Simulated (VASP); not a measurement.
A run of VASP 6.6.1:

The input INCAR:

```
PREC = Accurate ; ENCUT = 520
EDIFF = 1E-6 ; ISMEAR = 0
SIGMA = 0.01 ; LREAL = F
LASPH = T ; NELM = 80
ALGO = Normal ; ISIF = 2
LWAVE = F ; LCHARG = F
GGA = PE ; NBANDS = 28
```

Contents of KPOINTS:

```
Automatic mesh
0
Gamma
  6 6 6
```

POSCAR

```
BaTiO3
1.0
    3.9032364062      0.0000000000      0.0000000000
    0.0000000000      3.9032364062      0.0000000000
    0.0000000000      0.0000000000      3.9032364062
Ba Ti O
1 1 3
Direct
    0.5000000000      0.5000000000      0.5000000000
    0.0000000000      0.0000000000      0.0000000000
    0.5000000000      0.0000000000      0.0000000000
    0.0000000000      0.5000000000      0.0000000000
    0.0000000000      0.0000000000      0.5000000000
```

Potentials or basis: VASP PAW PBE potentials, release 64 (Ba_sv, Ti_sv, O).

Launch:

```bash
$ cat potpaw_PBE.64/Ba_sv/POTCAR potpaw_PBE.64/Ti_sv/POTCAR potpaw_PBE.64/O/POTCAR > POTCAR
$ mpirun -np 1 vasp_std > vasp.out
```

Hardware: 1 thread of AMD EPYC 7R13 Processor (Zen 3), with other jobs on the host.

Problem. Estimate the wall time of this run.

Solution. Run time: 41 s on 1 thread of AMD EPYC 7R13 Processor (Zen 3) (shared host), peak memory 0.16 GiB. Counts: scf iterations 17, k points 20.
